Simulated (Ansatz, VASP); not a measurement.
## Cs3SI in VASP and in Ansatz

```
Cs S I
1.0
     0.21764    6.65981    0.21243
     0.21931    0.21840    6.65759
    13.31579    0.44847    0.44010
Cs S I
6 2 2
Direct
  0.61084 0.45115 0.00112
  0.60988 0.45059 0.50122
  0.00272 0.60977 0.22555
  0.00200 0.61113 0.72534
  0.45184 0.00181 0.30501
  0.45075 0.00271 0.80574
  0.49886 0.49823 0.24923
  0.49810 0.49919 0.74936
  0.93777 0.93761 0.46847
  0.93724 0.93780 0.96895
```

Change from the starting cell: cell x2, atoms moved at random (sigma 0.1 Å) and cell strained at random (1.5 %), then relaxed without symmetry.

Alike in both runs: functional PBE; k mesh 2 × 2 × 1; occupations gaussian, width 0.1 eV; no spin polarisation.

Ansatz relaxed the structure, and its values are those at the end. VASP's run is a single point on that final structure, the one shown.

|  | VASP | Ansatz |
| --- | --- | --- |
| version | VASP 6.6.1 | Ansatz 0.2.0 |
| potentials or method | VASP PAW PBE potentials, release 64 (Cs_sv, S, I), cutoff 520 eV | scalar-relativistic, plane waves, PAW |
| valence electrons in the cell | 80 | 100 |

|  | VASP | Ansatz | Ansatz less VASP |
| --- | --- | --- | --- |
| gap on the k mesh at the Fermi level (eV) | 1.30 | 1.32 | +0.017 |
| least direct gap on the mesh (eV) | 1.30 | 1.32 | +0.017 |
| pressure (GPa) | 0.0 | 0.0 | -0.03 |

VASP's potentials hold 80 valence electrons a cell and Ansatz's 100, so a difference there can come from the potentials and not from the codes.

The k mesh is coarse, so the values compare programs but aren't converged. Neither program's run includes spin-orbit coupling.
